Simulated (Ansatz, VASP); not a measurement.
**Two plane-wave programs on BaTiO3**

INCAR

```
ALGO = Normal
EDIFF = 1E-6
ENCUT = 520
GGA = PE
ISIF = 2
ISMEAR = 0
LASPH = T
LCHARG = F
LREAL = F
LWAVE = F
NBANDS = 28
NELM = 60
PREC = Accurate
SIGMA = 0.05
```

File KPOINTS:

```
k-points
0
Gamma
  8 8 6
```

The input POSCAR:

```
BaTiO3
1.0
    4.1049142711      0.0000000000      0.0000000000
    0.0000000000      4.1049142711      0.0000000000
    0.0000000000      0.0000000000      4.0757530286
Ba Ti O
1 1 3
Direct
    0.0000000000      0.0000000000      0.9863187693
    0.5000000000      0.5000000000      0.4690806688
    0.5000000000      0.5000000000      0.0378497747
    0.5000000000      0.0000000000      0.5173753936
    0.0000000000      0.5000000000      0.5173753936
```

Input for Ansatz:

```yaml
crystal:
  lattice:
    - [4.1049142711, 0.0, 0.0]
    - [0.0, 4.1049142711, 0.0]
    - [0.0, 0.0, 4.0757530286]
  atoms:
    - { symbol: Ba, position: [0.0, 0.0, 0.9863187693] }
    - { symbol: Ti, position: [0.5, 0.5, 0.4690806688] }
    - { symbol: O, position: [0.5, 0.5, 0.0378497747] }
    - { symbol: O, position: [0.5, 0.0, 0.5173753936] }
    - { symbol: O, position: [0.0, 0.5, 0.5173753936] }
basis:
  ecutwfc: 420
kpoints:
  mp_grid: { grid: [8, 8, 6] }
hamiltonian:
  xc: pbe
scf:
  occupations: { method: gaussian, width: 0.05 }
output:
  forces: true
  stress: true
  eigenvalues: true
```

Change from the starting cell: strain +0.030 along x and y, -0.030 along z, atoms carried along.

Alike in both runs: task single point; functional PBE; k mesh 8 × 8 × 6; occupations gaussian, width 0.05 eV; no spin polarisation.

|  | VASP | Ansatz |
| --- | --- | --- |
| version | VASP 6.6.1 | Ansatz 0.2.0 |
| potentials or method | VASP PAW PBE potentials, release 64 (Ba_sv, Ti_sv, O), cutoff 520 eV | scalar-relativistic, plane waves, PAW |
| valence electrons in the cell | 40 | 40 |

VASP gave:

```
gap on the k mesh at the Fermi level (eV)                     : 1.76
least direct gap on the mesh (eV)                             : 2.21
pressure (GPa)                                                : -2.2
traceless stress, the component that is largest in VASP (GPa) : 6.88
rms of the force components (eV/Å)                            : 0.329
```

Task: Which values does Ansatz return?

Result: gap on the k mesh at the Fermi level (eV): 1.82; least direct gap on the mesh (eV): 2.25; pressure (GPa): -3.6; traceless stress, the component that is largest in VASP (GPa): 6.62; rms of the force components (eV/Å): 0.283.

Atom by atom the forces differ by 0.048 eV/Å (rms over components).

Spin-orbit coupling is off throughout.
